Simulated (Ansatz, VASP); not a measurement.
**LiCl in VASP and in Ansatz**

```
Li Cl
1.0
     0.00641    2.56476    2.56476
     2.57117    0.00000    2.57117
     2.56476    2.56476    0.00641
Li Cl
1 1
Direct
  0.00000 0.00000 0.00000
  0.50000 0.50000 0.50000
```

Change from the starting cell: strain +0.0050 x Voigt [0, 0, 0, 0, 1, 0], atoms carried along.

Alike in both runs: task single point; functional PBE; k mesh 8 × 8 × 8; occupations gaussian, width 0.05 eV; no spin polarisation.

|  | VASP | Ansatz |
| --- | --- | --- |
| version | VASP 6.6.1 | Ansatz 0.2.0 |
| potentials or method | VASP PAW PBE potentials, release 64 (Li_sv, Cl), cutoff 520 eV | scalar-relativistic, plane waves, PAW |
| valence electrons in the cell | 10 | 10 |

```tsv
	VASP	Ansatz	Ansatz less VASP
gap on the k mesh at the Fermi level (eV)	6.33	6.31	-0.012
least direct gap on the mesh (eV)	6.33	6.31	-0.012
```

With one functional, cell and mesh, what is left measures potentials, basis and numerics.

Noted on VASP's run: the cutoff is short for stress, so the pressure is rough.
